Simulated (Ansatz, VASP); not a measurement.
# Two plane-wave programs on Ge

File INCAR:

```
PREC = Accurate ; ENCUT = 500
EDIFF = 1E-6 ; ISMEAR = 0
SIGMA = 0.01 ; LREAL = F
LASPH = T ; NELM = 120
ALGO = Normal ; ISIF = 2
LWAVE = F ; LCHARG = F
GGA = PE ; NBANDS = 21
GGA_COMPAT = F
```

Contents of KPOINTS:

```
regular mesh
0
Gamma
  10 10 10
```

Contents of POSCAR:

```
Ge
1.0
    0.0150767913      2.8944874860      2.8712358860
    2.8944874860      0.0150767913      2.8712358860
    2.9095642772      2.9095642772     -0.0000000001
Ge
2
Direct
    0.0007077058      0.0007077058     -0.0007077058
    0.2492922942      0.2492922942      0.2507077058
```

Input for Ansatz:

```yaml
crystal:
  lattice:
    - [0.0150767913, 2.894487486, 2.871235886]
    - [2.894487486, 0.0150767913, 2.871235886]
    - [2.9095642772, 2.9095642772, -1.0e-10]
  atoms:
    - { symbol: Ge, position: [0.0007077058, 0.0007077058, -0.0007077058] }
    - { symbol: Ge, position: [0.2492922942, 0.2492922942, 0.2507077058] }
basis:
  ecutwfc: 420
kpoints:
  mp_grid: { grid: [10, 10, 10] }
  band_path:
    path:
      - [0.0, 0.0, 0.0]
      - [0.0, 0.0, 0.0]
      - [0.4040983346, 0.4040983346, 0.0]
      - [0.0, 0.4034524821, 0.4034524821]
      - [0.5, 0.5, 0.5]
      - [0.0, 0.0, 0.5]
      - [0.0039292923, 0.0039292923, 0.0078585846]
      - [-0.0039292923, -0.0039292923, -0.0078585846]
      - [0.0039292923, 0.0039292923, 0.0078585846]
      - [-0.0039292923, -0.0039292923, -0.0078585846]
    npoints: 1
hamiltonian:
  xc: pbe
  pseudopotentials: { kind: paw, azcp: { folder: soft_1 } }
scf:
  occupations: { method: gaussian, width: 0.01 }
  n_extra_bands: 5
output:
  forces: true
  stress: true
  eigenvalues: true
```

Alike in both runs: task single point; functional PBE; k mesh 10 × 10 × 10; occupations gaussian, width 0.01 eV; no spin polarisation.

```csv
,VASP,Ansatz
version,VASP 6.6.1,Ansatz 0.2.0
potentials or method,"VASP PAW PBE potentials, release 64 (Ge_d), cutoff 500 eV","scalar-relativistic, plane waves, PAW"
valence electrons in the cell,28,28
```

|  | VASP | Ansatz | Ansatz less VASP |
| --- | --- | --- | --- |
| gap on the k mesh at the Fermi level (eV) | none | none | - |
| pressure (GPa) | -0.5 | -0.4 | +0.14 |
| traceless stress, the component that is largest in VASP (GPa) | -0.52 | -0.52 | 0.000 |

A gap of «none» marks a metal or a gap that the smearing closes.
